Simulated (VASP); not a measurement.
# CsBr (Pm-3m) in VASP: further runs

The runs below take CsBr through single point, with PBE.

Everything below comes from runs of VASP 6.6.1. Logs are shortened: lines on timing, memory, paths and dates and some standing lists are left out, and cuts for length are marked.

### 1 The cell of the first run

Symmetry: Pm-3m, No. 221, cubic system. The conventional cell has a = 4.206 Å, b = 4.206 Å, c = 4.206 Å, α = 90.00°, β = 90.00°, γ = 90.00°. Within 4.8 Å of Cs (site symmetry m-3m) lie 8 Br at 3.64 Å and 6 Cs at 4.21 Å. Within 4.8 Å of Br (site symmetry m-3m) lie 8 Cs at 3.64 Å and 6 Br at 4.21 Å.

### 2 Single point, PBE (volume scaled by 0.88)

File INCAR:

```
PREC = Accurate ; ENCUT = 500
EDIFF = 1E-6 ; ISMEAR = 0
SIGMA = 0.02 ; LREAL = False
LASPH = True ; NELM = 120
ALGO = Normal ; ISIF = 2
LWAVE = False ; LCHARG = True
GGA = PE ; LELF = True
LVHAR = True ; NBANDS = 15
GGA_COMPAT = False
```

File KPOINTS:

```
Automatic mesh
0
Gamma
  6 6 6
```

File POSCAR:

```
CsBr
1.0
    4.2062056734      0.0000000000      0.0000000000
    0.0000000000      4.2062056734      0.0000000000
    0.0000000000      0.0000000000      4.2062056734
Cs Br
1 1
Direct
    0.0000000000      0.0000000000      0.0000000000
    0.5000000000      0.5000000000      0.5000000000
```

Potentials or basis: VASP PAW PBE potentials, release 64 (Cs_sv, Br).

Run with:

```console
> cat potpaw_PBE.64/Cs_sv/POTCAR potpaw_PBE.64/Br/POTCAR > POTCAR
> mpirun -np 1 vasp_std > vasp.out
```

OUTCAR:

```text
PREC = Accurate
   ENCUT = 500
   EDIFF = 1E-6
   ISMEAR = 0
   LREAL = False
   LASPH = True
   NELM = 120
   ISIF = 2
   GGA = PE

 ion  position               nearest neighbor table
   1  0.000  0.000  0.000-
   2  0.500  0.500  0.500-

  LATTYP: Found a simple cubic cell.
 ALAT       =     4.2062056734

  Lattice vectors:

 A1 = (   4.2062056734,   0.0000000000,   0.0000000000)
 A2 = (   0.0000000000,   4.2062056734,   0.0000000000)
 A3 = (   0.0000000000,   0.0000000000,   4.2062056734)

Analysis of symmetry for initial positions (statically):
=====================================================================
 Subroutine PRICEL returns:
 Original cell was already a primitive cell.

 Routine SETGRP: Setting up the symmetry group for a
 simple cubic supercell.

 Subroutine GETGRP returns: Found 48 space group operations
 (whereof 48 operations were pure point group operations)
 out of a pool of 48 trial point group operations.

The static configuration has the point symmetry O_h .

Analysis of symmetry for dynamics (positions and initial velocities):
=====================================================================
 Subroutine PRICEL returns:
 Original cell was already a primitive cell.

 Routine SETGRP: Setting up the symmetry group for a
 simple cubic supercell.

 Subroutine GETGRP returns: Found 48 space group operations
 (whereof 48 operations were pure point group operations)
 out of a pool of 48 trial point group operations.

The dynamic configuration has the point symmetry O_h .

 Subroutine INISYM returns: Found 48 space group operations
 (whereof 48 operations are pure point group operations),
 and found     1 'primitive' translations

----------------------------------------------------------------------------------------

                                     Primitive cell

  volume of cell :      74.4169

  direct lattice vectors                    reciprocal lattice vectors
     4.206205673  0.000000000  0.000000000     0.237743962  0.000000000  0.000000000
     0.000000000  4.206205673  0.000000000     0.000000000  0.237743962  0.000000000
     0.000000000  0.000000000  4.206205673     0.000000000  0.000000000  0.237743962

  length of vectors
     4.206205673  4.206205673  4.206205673     0.237743962  0.237743962  0.237743962

  position of ions in fractional coordinates (direct lattice)
     0.000000000  0.000000000  0.000000000
     0.500000000  0.500000000  0.500000000

  ion indices of the primitive-cell ions
   primitive index   ion index
                 1           1
                 2           2

----------------------------------------------------------------------------------------

 KPOINTS: Automatic mesh

Automatic generation of k-mesh.
 Grid dimensions read from file:
 generate k-points for:    6    6    6

 Generating k-lattice:

  Cartesian coordinates                     Fractional coordinates (reciprocal lattice)
     0.039623994  0.000000000  0.000000000     0.166666667  0.000000000  0.000000000
     0.000000000  0.039623994  0.000000000     0.000000000  0.166666667  0.000000000
     0.000000000  0.000000000  0.039623994     0.000000000  0.000000000  0.166666667

  Length of vectors
     0.039623994  0.039623994  0.039623994

  Shift w.r.t. Gamma in fractional coordinates (k-lattice)
     0.000000000  0.000000000  0.000000000

 Subroutine IBZKPT returns following result:
 ===========================================

 Found     20 irreducible k-points:

 Following reciprocal coordinates:
            Coordinates               Weight
  0.000000  0.000000  0.000000      1.000000
  0.166667  0.000000  0.000000      6.000000
  0.333333  0.000000  0.000000      6.000000
  0.500000  0.000000  0.000000      3.000000
  0.166667  0.166667  0.000000     12.000000
  0.333333  0.166667  0.000000     24.000000
[... 12 lines left out ...]
  0.500000  0.500000  0.333333      6.000000
  0.500000  0.500000  0.500000      1.000000
   k-points           NKPTS =     20   k-points in BZ     NKDIM =     20   number of bands    NBANDS=     15
   number of dos      NEDOS =    301   number of ions     NIONS =      2
   total plane-waves  NPLWV =  32768
   dimension x,y,z NGX =    32 NGY =   32 NGZ =   32
   dimension x,y,z NGXF=    64 NGYF=   64 NGZF=   64
   ions per type =               1   1
   NGX,Y,Z   is equivalent  to a cutoff of  12.65, 12.65, 12.65 a.u.
   NGXF,Y,Z  is equivalent  to a cutoff of  25.30, 25.30, 25.30 a.u.
 SYSTEM =  unknown system
   PREC   = accura    normal or accurate (medium, high low for compatibility)
   ISTART =      0    job   : 0-new  1-cont  2-samecut
   ICHARG =      2    charge: 1-file 2-atom 10-const
   ISPIN  =      1    spin polarized calculation?
   LNONCOLLINEAR =      F non collinear calculations
   LSORBIT =      F    spin-orbit coupling
   LASPH  =      T    aspherical Exc in radial PAW
   ENCUT  =  500.0 eV  36.75 Ry    6.06 a.u.   7.67  7.67  7.67*2*pi/ulx,y,z
   NELM   =    120;   NELMIN=  2; NELMDL= -5     # of ELM steps
   EDIFF  = 0.1E-05   stopping-criterion for ELM
   LREAL  =      F    real-space projection
   EDIFFG = 0.1E-04   stopping-criterion for IOM
   NSW    =      0    number of steps for IOM
   IBRION =     -1    ionic relax: 0-MD 1-quasi-New 2-CG
   NFREE  =      0    steps in history (QN), initial steepest desc. (CG)
   ISIF   =      2    stress and relaxation
   ISYM   =      2    0-nonsym 1-usesym 2-fastsym
   POTIM  = 0.5000    time-step for ionic-motion
   TEBEG  =    0.0;   TEEND  =   0.0 temperature during run
   PSTRESS=    0.0 pullay stress
   NELECT =      16.0000    total number of electrons
   NUPDOWN=      -1.0000    fix difference up-down
   EMIN   =  10.00;   EMAX   =-10.00  energy-range for DOS
   EFERMI =   0.00;   METHOD = LEGACY
   ISMEAR =     0;   SIGMA  =   0.02  broadening in eV -4-tet -1-fermi 0-gaus
   EFERMI_NEDOS =   21; number of points for ismear=-14 and -15
   IALGO  =     38    algorithm
   IMIX   =      4    mixing-type and parameters
     AMIX     =   0.40;   BMIX     =  1.00
     AMIX_MAG =   1.60;   BMIX_MAG =  1.00
  volume/ion in A,a.u.               =      37.21       251.09
  Fermi-wavevector in a.u.,A,eV,Ry     =   0.980749  1.853346 13.087004  0.961868
  Thomas-Fermi vector in A             =   2.111702
   LORBIT       =      0    0 simple, 1 ext, 2 COOP (PROOUT), +10 PAW based schemes
   GGA     = PE    functional components
   LHFCALC =     F    Hartree Fock is set to
   AEXX    =    0.0000 exact exchange contribution
   IVDW    =     0    specifies the selected vdW correction
   LEPSILON=     F    determine dielectric tensor
   LRPA    =     F    only Hartree local field effects (RPA)
 non-spin polarized calculation
 Gauss-broadening in eV      SIGMA  =   0.02
  energy-cutoff  :      500.00
  volume of cell :       74.42
 maximum number of plane-waves:      1924
 NGX is ok and might be reduce to    32
   NGX = 15   NGY = 15   NGZ = 15

 number of electron      15.9999997 magnetization

 Free energy of the ion-electron system (eV)
  ---------------------------------------------------
  ext. energy  EPLUGINS =         0.00000000
  ---------------------------------------------------
  free energy    TOTEN  =        -5.96000523 eV

  energy without entropy =       -5.96000523  energy(sigma->0) =       -5.96000523

 E-fermi :   0.1928     XC(G=0):  -8.3284

 val. band max:        0.0102918660   @ k =   0.0000   0.0000   0.0000
 cond. band min:       4.7464186043   @ k =   0.0000   0.0000   0.0000
 fundamental gap:      4.7361267383
 Fermi energy:         0.1928007740

 k-point     1 :       0.0000    0.0000    0.0000
  band No.  band energies     occupation
      1     -19.7104      2.00000
      2     -12.4460      2.00000
      3      -6.2774      2.00000
      4      -6.2774      2.00000
      5      -6.2774      2.00000
      6       0.0103      2.00000
      7       0.0103      2.00000
      8       0.0103      2.00000
      9       4.7464      0.00000
     10       4.8426      0.00000
     11       4.8426      0.00000
     12       9.2969      0.00000
     13       9.2969      0.00000
     14       9.2969      0.00000
     15      12.3021      0.00000

 k-point     2 :       0.1667    0.0000    0.0000
  band No.  band energies     occupation
      1     -19.6933      2.00000
      2     -12.4536      2.00000
      3      -6.3951      2.00000
      4      -6.2452      2.00000
      5      -6.2452      2.00000
      6      -0.4449      2.00000
      7      -0.0541      2.00000
      8      -0.0541      2.00000
      9       5.0309      0.00000
     10       5.4406      0.00000
     11       5.5113      0.00000
     12       9.1502      0.00000
     13       9.1502      0.00000
     14       9.4505      0.00000
     15      10.8428      0.00000

 k-point     3 :       0.3333    0.0000    0.0000
  band No.  band energies     occupation
      1     -19.6587      2.00000
      2     -12.4715      2.00000
      3      -6.6032      2.00000
      4      -6.1788      2.00000
      5      -6.1788      2.00000
      6      -1.1551      2.00000
      7      -0.1874      2.00000
      8      -0.1874      2.00000
      9       5.5334      0.00000
     10       6.8155      0.00000
     11       7.0646      0.00000
     12       9.0550      0.00000
     13       9.0550      0.00000
     14       9.1293      0.00000
     15       9.8336      0.00000
[... 271 lines left out ...]
 k-point    19 :       0.5000    0.5000    0.3333
  band No.  band energies     occupation
      1     -19.5428      2.00000
      2     -12.2641      2.00000
      3      -6.8021      2.00000
      4      -6.8021      2.00000
      5      -6.5842      2.00000
      6      -1.1477      2.00000
      7      -1.1477      2.00000
      8      -1.0593      2.00000
      9       7.7852      0.00000
     10       7.8770      0.00000
     11       8.0270      0.00000
     12       8.0270      0.00000
     13      10.2353      0.00000
     14      10.2353      0.00000
     15      11.6653      0.00000

 k-point    20 :       0.5000    0.5000    0.5000
  band No.  band energies     occupation
      1     -19.5292      2.00000
      2     -12.2401      2.00000
      3      -6.7404      2.00000
      4      -6.7404      2.00000
      5      -6.7404      2.00000
      6      -1.3285      2.00000
      7      -1.3285      2.00000
      8      -1.3285      2.00000
      9       8.5982      0.00000
     10       8.5982      0.00000
     11       8.5982      0.00000
     12       9.4668      0.00000
     13       9.4668      0.00000
     14       9.4668      0.00000
     15      11.7229      0.00000

------------------------ aborting loop because EDIFF is reached ----------------------------------------

  FORCE on cell =-STRESS in cart. coord.  units (eV):
  Direction    XX          YY          ZZ          XY          YZ          ZX
  --------------------------------------------------------------------------------------
  -------------------------------------------------------------------------------------
  Total        1.0372015      1.0372015      1.0372015     -0.0000000     -0.0000000      0.0000000
  in kB       22.3306942     22.3306942     22.3306942     -0.0000000     -0.0000000      0.0000000
  external PRESSURE =      22.3306942 kB  Pullay stress =       0.0000000 kB

 VOLUME and BASIS-vectors are now :
 -----------------------------------------------------------------------------
  energy-cutoff  :      500.00
  volume of cell :       74.42
      direct lattice vectors                 reciprocal lattice vectors
     4.206205673  0.000000000  0.000000000     0.237743962  0.000000000  0.000000000
     0.000000000  4.206205673  0.000000000     0.000000000  0.237743962  0.000000000
     0.000000000  0.000000000  4.206205673     0.000000000  0.000000000  0.237743962

 POSITION                                       TOTAL-FORCE (eV/Angst)
 -----------------------------------------------------------------------------------
      0.00000      0.00000      0.00000         0.000000      0.000000      0.000000
      2.10310      2.10310      2.10310         0.000000      0.000000      0.000000
 -----------------------------------------------------------------------------------
    total drift:                                0.000000      0.000000     -0.000000

  FREE ENERGIE OF THE ION-ELECTRON SYSTEM (eV)
  ---------------------------------------------------
  free  energy   TOTEN  =        -5.9600052301 eV

  energy  without entropy=       -5.9600052301  energy(sigma->0) =       -5.96000523
```

Wall time 22 s (1 thread of AMD EPYC 7R13 (Zen 3), shared host); peak memory 0.15 GiB.

What came out:

| Quantity | Value |
| --- | --- |
| Free energy | -5.9600 eV |
| Pressure | 2.2 GPa |
| Band gap on the k mesh | 4.74 eV, direct |

Caveat: the cell differs from its parent crystal (volume scaled by 0.88); spin-orbit coupling is left out, which moves the levels of the heavy elements. A k mesh can miss the band edges.

### 3 Single point, PBE

This run uses another cell than the first one, of 39.37 Å³/atom, 1.058 times its volume.

File INCAR:

```
SYSTEM = CsBr
PREC = Accurate
ENCUT = 500
EDIFF = 1E-6
ISMEAR = 0
SIGMA = 0.02
LREAL = .FALSE.
LASPH = .TRUE.
NELM = 120
ALGO = Normal
ISIF = 2
LWAVE = .FALSE.
LCHARG = .FALSE.
GGA = PE
NBANDS = 15
GGA_COMPAT = .FALSE.
```

File KPOINTS:

```
Automatic mesh
0
G
  6 6 6
  0 0 0
```

File POSCAR:

```
CsBr
1.0
    4.2860000000      0.0000000000      0.0000000000
    0.0000000000      4.2860000000      0.0000000000
    0.0000000000      0.0000000000      4.2860000000
Cs Br
1 1
Direct
    0.0000000000      0.0000000000      0.0000000000
    0.5000000000      0.5000000000      0.5000000000
```

Potentials or basis: VASP PAW PBE potentials, release 64 (Cs_sv, Br).

Run with:

```console
> cat potpaw_PBE.64/Cs_sv/POTCAR potpaw_PBE.64/Br/POTCAR > POTCAR
> mpirun -np 1 vasp_std > vasp.out
```

OUTCAR:

```text
SYSTEM = CsBr
   PREC = Accurate
   ENCUT = 500
   EDIFF = 1E-6
   ISMEAR = 0
   LREAL = .FALSE.
   LASPH = .TRUE.
   NELM = 120
   ISIF = 2
   GGA = PE

 ion  position               nearest neighbor table
   1  0.000  0.000  0.000-
   2  0.500  0.500  0.500-

  LATTYP: Found a simple cubic cell.
 ALAT       =     4.2860000000

  Lattice vectors:

 A1 = (   4.2860000000,   0.0000000000,   0.0000000000)
 A2 = (   0.0000000000,   4.2860000000,   0.0000000000)
 A3 = (   0.0000000000,   0.0000000000,   4.2860000000)

Analysis of symmetry for initial positions (statically):
=====================================================================
 Subroutine PRICEL returns:
 Original cell was already a primitive cell.

 Routine SETGRP: Setting up the symmetry group for a
 simple cubic supercell.

 Subroutine GETGRP returns: Found 48 space group operations
 (whereof 48 operations were pure point group operations)
 out of a pool of 48 trial point group operations.

The static configuration has the point symmetry O_h .

Analysis of symmetry for dynamics (positions and initial velocities):
=====================================================================
 Subroutine PRICEL returns:
 Original cell was already a primitive cell.

 Routine SETGRP: Setting up the symmetry group for a
 simple cubic supercell.

 Subroutine GETGRP returns: Found 48 space group operations
 (whereof 48 operations were pure point group operations)
 out of a pool of 48 trial point group operations.

The dynamic configuration has the point symmetry O_h .

 Subroutine INISYM returns: Found 48 space group operations
 (whereof 48 operations are pure point group operations),
 and found     1 'primitive' translations

----------------------------------------------------------------------------------------

                                     Primitive cell

  volume of cell :      78.7329
[... 111 lines left out ...]
   AEXX    =    0.0000 exact exchange contribution
   IVDW    =     0    specifies the selected vdW correction
   LEPSILON=     F    determine dielectric tensor
   LRPA    =     F    only Hartree local field effects (RPA)
 non-spin polarized calculation
 Gauss-broadening in eV      SIGMA  =   0.02
  energy-cutoff  :      500.00
  volume of cell :       78.73
 maximum number of plane-waves:      2016
 NGX is ok and might be reduce to    32
   NGX = 15   NGY = 15   NGZ = 15

 number of electron      15.9999999 magnetization

 Free energy of the ion-electron system (eV)
  ---------------------------------------------------
  ext. energy  EPLUGINS =         0.00000000
  ---------------------------------------------------
  free energy    TOTEN  =        -6.00451431 eV

  energy without entropy =       -6.00451431  energy(sigma->0) =       -6.00451431

 E-fermi :  -0.1275     XC(G=0):  -8.0745

 val. band max:       -0.2983089972   @ k =   0.0000   0.0000   0.0000
 cond. band min:       4.2201505300   @ k =   0.0000   0.0000   0.0000
 fundamental gap:      4.5184595271
 Fermi energy:        -0.1274845653

 k-point     1 :       0.0000    0.0000    0.0000
  band No.  band energies     occupation
      1     -20.0748      2.00000
      2     -12.6656      2.00000
      3      -6.6679      2.00000
      4      -6.6679      2.00000
      5      -6.6679      2.00000
      6      -0.2983      2.00000
      7      -0.2983      2.00000
      8      -0.2983      2.00000
      9       4.2202      0.00000
     10       4.6159      0.00000
     11       4.6159      0.00000
     12       8.8259      0.00000
     13       8.8259      0.00000
     14       8.8259      0.00000
[... 329 lines left out ...]
      2     -12.4855      2.00000
      3      -7.0722      2.00000
      4      -7.0722      2.00000
      5      -7.0722      2.00000
      6      -1.4795      2.00000
      7      -1.4795      2.00000
      8      -1.4795      2.00000
      9       8.0293      0.00000
     10       8.0293      0.00000
     11       8.0293      0.00000
     12       8.8830      0.00000
     13       8.8830      0.00000
     14       8.8830      0.00000
     15      11.0515      0.00000

------------------------ aborting loop because EDIFF is reached ----------------------------------------

  FORCE on cell =-STRESS in cart. coord.  units (eV):
  Direction    XX          YY          ZZ          XY          YZ          ZX
  --------------------------------------------------------------------------------------
  -------------------------------------------------------------------------------------
  Total        0.5405182      0.5405182      0.5405182      0.0000000      0.0000000      0.0000000
  in kB       10.9992841     10.9992841     10.9992841      0.0000000      0.0000000      0.0000000
  external PRESSURE =      10.9992841 kB  Pullay stress =       0.0000000 kB

 VOLUME and BASIS-vectors are now :
 -----------------------------------------------------------------------------
  energy-cutoff  :      500.00
  volume of cell :       78.73
      direct lattice vectors                 reciprocal lattice vectors
     4.286000000  0.000000000  0.000000000     0.233317779  0.000000000  0.000000000
     0.000000000  4.286000000  0.000000000     0.000000000  0.233317779  0.000000000
     0.000000000  0.000000000  4.286000000     0.000000000  0.000000000  0.233317779

 POSITION                                       TOTAL-FORCE (eV/Angst)
 -----------------------------------------------------------------------------------
      0.00000      0.00000      0.00000         0.000000      0.000000      0.000000
      2.14300      2.14300      2.14300         0.000000      0.000000      0.000000
 -----------------------------------------------------------------------------------
    total drift:                                0.000000      0.000000     -0.000000

  FREE ENERGIE OF THE ION-ELECTRON SYSTEM (eV)
  ---------------------------------------------------
  free  energy   TOTEN  =        -6.0045143116 eV

  energy  without entropy=       -6.0045143116  energy(sigma->0) =       -6.00451431
```

Wall time 25 s (1 thread of AMD EPYC 7R13 (Zen 3), shared host); peak memory 0.15 GiB.

What came out:

| Item | Value |
| --- | --- |
| Free energy | -6.0045 eV |
| Pressure | 1.1 GPa |
| Band gap on the k mesh | 4.52 eV, direct |

Caveat: spin-orbit coupling is left out, which moves the levels of the heavy elements.
